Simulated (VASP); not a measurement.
# SrC2 (I4/mmm) in VASP: a series of runs

SrC2 is run at these levels: LDA; tasks: single point, relaxation of shape and atoms at fixed volume, relaxation of cell and atoms.

All numbers are computed with VASP 6.6.1; they aren't measurements. Logs are shortened: lines on timing, memory, paths and dates and some standing lists are left out, and cuts for length are marked.

## 1. The cell of the first run

The structure is tetragonal, space group I4/mmm (No. 139). Conventional cell: a = 4.023 Å, b = 4.023 Å, c = 6.712 Å, α = 90.00°, β = 90.00°, γ = 90.00°. Sr (site symmetry 4/mmm) has 10 C at 2.73 to 2.91 Å within 3.6 Å. C (site symmetry 4mm) has 1 C at 1.25 Å within 1.7 Å.

## 2. Single point, LDA (18.10 Å³/atom)

INCAR

```
PREC = Accurate
ENCUT = 520
EDIFF = 1E-6
ISMEAR = 0
SIGMA = 0.01
LREAL = False
LASPH = True
NELM = 80
ALGO = Normal
ISIF = 2
LWAVE = False
LCHARG = False
NBANDS = 16
```

KPOINTS

```
Automatic mesh
0
Gamma
  10 10 10
```

POSCAR

```
SrC2
1.0
   -2.0113632650      2.0113632650      3.3561517253
    2.0113632650     -2.0113632650      3.3561517253
    2.0113632650      2.0113632650     -3.3561517253
Sr C
1 2
Direct
    0.0000000000      0.0000000000      0.0000000000
    0.4066998804      0.4066998804      0.0000000000
    0.5933001196      0.5933001196      0.0000000000
```

Potentials or basis: VASP PAW LDA potentials, release 64 (Sr_sv, C).

The run is started by

```bash
> cat potpaw_LDA.64/Sr_sv/POTCAR potpaw_LDA.64/C/POTCAR > POTCAR
> mpirun -np 1 vasp_std > vasp.out
```

OUTCAR:

```text
PREC = Accurate
   ENCUT = 520
   EDIFF = 1E-6
   ISMEAR = 0
   LREAL = False
   LASPH = True
   NELM = 80
   ISIF = 2

 ion  position               nearest neighbor table
   1  0.000  0.000  0.000-   2 2.73   3 2.73   3 2.91   2 2.91   3 2.91   3 2.91   3 2.91   2 2.91
                             2 2.91   2 2.91
   2  0.407  0.407  0.000-   3 1.25   1 2.73   1 2.91   1 2.91   1 2.91   1 2.91
   3  0.593  0.593  0.000-   2 1.25   1 2.73   1 2.91   1 2.91   1 2.91   1 2.91

  LATTYP: Found a body centered tetragonal cell.
 ALAT       =     4.0227265300
 C/A-ratio  =     1.6685955161

  Lattice vectors:

 A1 = (  -2.0113632650,   2.0113632650,   3.3561517253)
 A2 = (   2.0113632650,  -2.0113632650,   3.3561517253)
 A3 = (   2.0113632650,   2.0113632650,  -3.3561517253)

Analysis of symmetry for initial positions (statically):
=====================================================================
 Subroutine PRICEL returns:
 Original cell was already a primitive cell.

 Routine SETGRP: Setting up the symmetry group for a
 body centered tetragonal supercell.

 Subroutine GETGRP returns: Found 16 space group operations
 (whereof 16 operations were pure point group operations)
 out of a pool of 16 trial point group operations.

The static configuration has the point symmetry D_4h.

Analysis of symmetry for dynamics (positions and initial velocities):
=====================================================================
 Subroutine PRICEL returns:
 Original cell was already a primitive cell.

 Routine SETGRP: Setting up the symmetry group for a
 body centered tetragonal supercell.

 Subroutine GETGRP returns: Found 16 space group operations
 (whereof 16 operations were pure point group operations)
 out of a pool of 16 trial point group operations.

The dynamic configuration has the point symmetry D_4h.

 Subroutine INISYM returns: Found 16 space group operations
 (whereof 16 operations are pure point group operations),
 and found     1 'primitive' translations

----------------------------------------------------------------------------------------

                                     Primitive cell

  volume of cell :      54.3104

  direct lattice vectors                    reciprocal lattice vectors
    -2.011363265  2.011363265  3.356151725     0.000000000  0.248587617  0.148980154
     2.011363265 -2.011363265  3.356151725     0.248587617  0.000000000  0.148980154
     2.011363265  2.011363265 -3.356151725     0.248587617  0.248587617  0.000000000

  length of vectors
     4.399422550  4.399422550  4.399422550     0.289811817  0.289811817  0.351555979

  position of ions in fractional coordinates (direct lattice)
     0.000000000  0.000000000  0.000000000
     0.406699880  0.406699880  0.000000000
     0.593300120  0.593300120  0.000000000

  ion indices of the primitive-cell ions
   primitive index   ion index
                 1           1
                 2           2
                 3           3

----------------------------------------------------------------------------------------

 KPOINTS: Automatic mesh

Automatic generation of k-mesh.
 Grid dimensions read from file:
 generate k-points for:   10   10   10

 Generating k-lattice:

  Cartesian coordinates                     Fractional coordinates (reciprocal lattice)
     0.000000000  0.024858762  0.014898015     0.100000000  0.000000000  0.000000000
     0.024858762  0.000000000  0.014898015     0.000000000  0.100000000  0.000000000
     0.024858762  0.024858762  0.000000000     0.000000000  0.000000000  0.100000000

  Length of vectors
     0.028981182  0.028981182  0.035155598

  Shift w.r.t. Gamma in fractional coordinates (k-lattice)
     0.000000000  0.000000000  0.000000000

 Subroutine IBZKPT returns following result:
 ===========================================

 Found    102 irreducible k-points:

 Following reciprocal coordinates:
            Coordinates               Weight
  0.000000  0.000000  0.000000      1.000000
  0.100000  0.000000  0.000000      8.000000
  0.200000  0.000000  0.000000      8.000000
  0.300000  0.000000  0.000000      8.000000
  0.400000  0.000000  0.000000      8.000000
  0.500000 -0.000000  0.000000      4.000000
[... 16 lines left out ...]
  0.300000  0.300000  0.000000      8.000000
  0.400000  0.300000  0.000000     16.000000
 [... further k-points ...]
   k-points           NKPTS =    102   k-points in BZ     NKDIM =    102   number of bands    NBANDS=     16
   number of dos      NEDOS =    301   number of ions     NIONS =      3
   total plane-waves  NPLWV =  46656
   dimension x,y,z NGX =    36 NGY =   36 NGZ =   36
   dimension x,y,z NGXF=    72 NGYF=   72 NGZF=   72
   ions per type =               1   2
   NGX,Y,Z   is equivalent  to a cutoff of  13.60, 13.60, 13.60 a.u.
   NGXF,Y,Z  is equivalent  to a cutoff of  27.21, 27.21, 27.21 a.u.
 SYSTEM =  unknown system
   PREC   = accura    normal or accurate (medium, high low for compatibility)
   ISTART =      0    job   : 0-new  1-cont  2-samecut
   ICHARG =      2    charge: 1-file 2-atom 10-const
   ISPIN  =      1    spin polarized calculation?
   LNONCOLLINEAR =      F non collinear calculations
   LSORBIT =      F    spin-orbit coupling
   LASPH  =      T    aspherical Exc in radial PAW
   ENCUT  =  520.0 eV  38.22 Ry    6.18 a.u.   8.18  8.18  8.18*2*pi/ulx,y,z
   NELM   =     80;   NELMIN=  2; NELMDL= -5     # of ELM steps
   EDIFF  = 0.1E-05   stopping-criterion for ELM
   LREAL  =      F    real-space projection
[... 7 lines left out ...]
   TEBEG  =    0.0;   TEEND  =   0.0 temperature during run
   PSTRESS=    0.0 pullay stress
   NELECT =      18.0000    total number of electrons
   NUPDOWN=      -1.0000    fix difference up-down
   EMIN   =  10.00;   EMAX   =-10.00  energy-range for DOS
   EFERMI =   0.00;   METHOD = LEGACY
   ISMEAR =     0;   SIGMA  =   0.01  broadening in eV -4-tet -1-fermi 0-gaus
   EFERMI_NEDOS =   21; number of points for ismear=-14 and -15
   IALGO  =     38    algorithm
   IMIX   =      4    mixing-type and parameters
     AMIX     =   0.40;   BMIX     =  1.00
     AMIX_MAG =   1.60;   BMIX_MAG =  1.00
  volume/ion in A,a.u.               =      18.10       122.17
  Fermi-wavevector in a.u.,A,eV,Ry     =   1.132934  2.140936 17.463629  1.283541
  Thomas-Fermi vector in A             =   2.269636
   LORBIT       =      0    0 simple, 1 ext, 2 COOP (PROOUT), +10 PAW based schemes
   GGA     = CA    functional components
   LHFCALC =     F    Hartree Fock is set to
   AEXX    =    0.0000 exact exchange contribution
   IVDW    =     0    specifies the selected vdW correction
   LEPSILON=     F    determine dielectric tensor
   LRPA    =     F    only Hartree local field effects (RPA)
 non-spin polarized calculation
 Gauss-broadening in eV      SIGMA  =   0.01
  energy-cutoff  :      520.00
  volume of cell :       54.31
 maximum number of plane-waves:      1485
 NGX is ok and might be reduce to    36
   NGX = 17   NGY = 17   NGZ = 17

 number of electron      18.0000000 magnetization

 Free energy of the ion-electron system (eV)
  ---------------------------------------------------
  ext. energy  EPLUGINS =         0.00000000
  ---------------------------------------------------
  free energy    TOTEN  =       -21.77544175 eV

  energy without entropy =      -21.77544175  energy(sigma->0) =      -21.77544175

 E-fermi :   0.9421     XC(G=0):  -9.5792

 val. band max:        0.7672801532   @ k =  -0.4000  -0.4000   0.4000
 cond. band min:       2.0914344696   @ k =   0.5000   0.5000   0.0000
 fundamental gap:      1.3241543164
 Fermi energy:         0.9421229301

 k-point     1 :       0.0000    0.0000    0.0000
  band No.  band energies     occupation
      1     -32.0775      2.00000
      2     -14.1736      2.00000
      3     -14.1736      2.00000
      4     -14.0657      2.00000
      5     -11.6351      2.00000
      6      -1.5711      2.00000
[... 8 lines left out ...]
     15      10.5915      0.00000
     16      10.7357      0.00000

 k-point     2 :       0.1000    0.0000    0.0000
  band No.  band energies     occupation
      1     -32.0754      2.00000
      2     -14.2326      2.00000
      3     -14.1722      2.00000
      4     -14.0762      2.00000
      5     -11.5593      2.00000
      6      -1.9371      2.00000
[... 8 lines left out ...]
     15      10.4973      0.00000
     16      10.9286      0.00000

 k-point     3 :       0.2000    0.0000    0.0000
  band No.  band energies     occupation
      1     -32.0698      2.00000
      2     -14.3807      2.00000
      3     -14.1686      2.00000
      4     -14.0956      2.00000
      5     -11.3746      2.00000
      6      -2.3559      2.00000
[... 8 lines left out ...]
     15      10.0712      0.00000
     16      10.3540      0.00000

 k-point     4 :       0.3000    0.0000    0.0000
  band No.  band energies     occupation
      1     -32.0630      2.00000
      2     -14.5455      2.00000
      3     -14.1642      2.00000
      4     -14.1164      2.00000
      5     -11.1661      2.00000
      6      -2.7135      2.00000
[... 8 lines left out ...]
     15       9.2314      0.00000
     16       9.7938      0.00000
[... 324 lines left out ...]
 k-point    22 :      -0.2000    0.2000    0.0000
  band No.  band energies     occupation
      1     -32.0653      2.00000
      2     -14.3993      2.00000
      3     -14.2405      2.00000
      4     -14.0928      2.00000
      5     -11.3089      2.00000
      6      -1.7717      2.00000
[... 8 lines left out ...]
     15       9.4131      0.00000
     16      10.4668      0.00000

 k-point    23 :       0.3000    0.3000    0.0000
  band No.  band energies     occupation
      1     -32.0506      2.00000
      2     -14.4841      2.00000
      3     -14.3582      2.00000
      4     -14.1548      2.00000
      5     -11.1922      2.00000
      6      -2.7628      2.00000
[... 8 lines left out ...]
     15       9.8272      0.00000
     16      10.2231      0.00000

 k-point    24 :       0.4000    0.3000    0.0000
  band No.  band energies     occupation
      1     -32.0473      2.00000
      2     -14.5026      2.00000
      3     -14.3558      2.00000
      4     -14.1607      2.00000
      5     -11.2366      2.00000
      6      -2.5641      2.00000
[... 8 lines left out ...]
     15       9.8550      0.00000
     16      10.1651      0.00000

 [... further k-points ...]

------------------------ aborting loop because EDIFF is reached ----------------------------------------

  FORCE on cell =-STRESS in cart. coord.  units (eV):
  Direction    XX          YY          ZZ          XY          YZ          ZX
  --------------------------------------------------------------------------------------
  -------------------------------------------------------------------------------------
  Total       -0.2907453     -0.2907453     -0.1527984      0.0000000     -0.0000000      0.0000000
  in kB       -8.5771033     -8.5771033     -4.5076159      0.0000000     -0.0000000      0.0000000
  external PRESSURE =      -7.2206075 kB  Pullay stress =       0.0000000 kB

 VOLUME and BASIS-vectors are now :
 -----------------------------------------------------------------------------
  energy-cutoff  :      520.00
  volume of cell :       54.31
      direct lattice vectors                 reciprocal lattice vectors
    -2.011363265  2.011363265  3.356151725     0.000000000  0.248587617  0.148980154
     2.011363265 -2.011363265  3.356151725     0.248587617  0.000000000  0.148980154
     2.011363265  2.011363265 -3.356151725     0.248587617  0.248587617  0.000000000

 POSITION                                       TOTAL-FORCE (eV/Angst)
 -----------------------------------------------------------------------------------
      0.00000      0.00000      0.00000         0.000000      0.000000      0.000000
      0.00000      0.00000      2.72989        -0.000000     -0.000000     -0.094099
      0.00000      0.00000      3.98241        -0.000000     -0.000000      0.094099
 -----------------------------------------------------------------------------------
    total drift:                               -0.000000      0.000000     -0.000000

  FREE ENERGIE OF THE ION-ELECTRON SYSTEM (eV)
  ---------------------------------------------------
  free  energy   TOTEN  =       -21.7754417526 eV

  energy  without entropy=      -21.7754417526  energy(sigma->0) =      -21.77544175
```

It took 84 s on 1 thread of AMD EPYC 9R45 (Zen 5), shared host; peak memory 0.2 GiB.

What came out:

* Free energy: -21.7754 eV
* Pressure: -0.7 GPa
* Largest force: 0.094 eV/Å
* Band gap on the k mesh: 1.32 eV (least direct gap 2.19 eV)

Forces in eV/Å, atoms in the order of the input:
```
Sr   0.000  0.000  0.000
C    0.000  0.000 -0.094
C    0.000  0.000  0.094
```

Levels at points of the mesh, in eV from the valence-band top:
```csv
k point,band 5,band 6,band 7,band 8,band 9,band 10,band 11,band 12,band 13,band 14
"(0.00, 0.00, 0.00)",-12.40,-2.34,-2.17,-0.90,-0.90,3.33,3.33,4.40,5.44,6.78
"(0.50, 0.00, 0.00)",-11.72,-3.81,-2.27,-1.81,-0.35,4.79,5.87,6.48,7.09,7.30
"(0.50, 0.50, 0.00)",-12.22,-2.64,-1.97,-1.22,-0.87,1.32,5.93,7.55,8.78,8.98
"(0.50, 0.50, 0.50)",-12.24,-3.60,-1.28,-1.28,-0.04,3.12,6.10,6.87,6.87,7.44
```

(Part 1 of 3 ends here.)
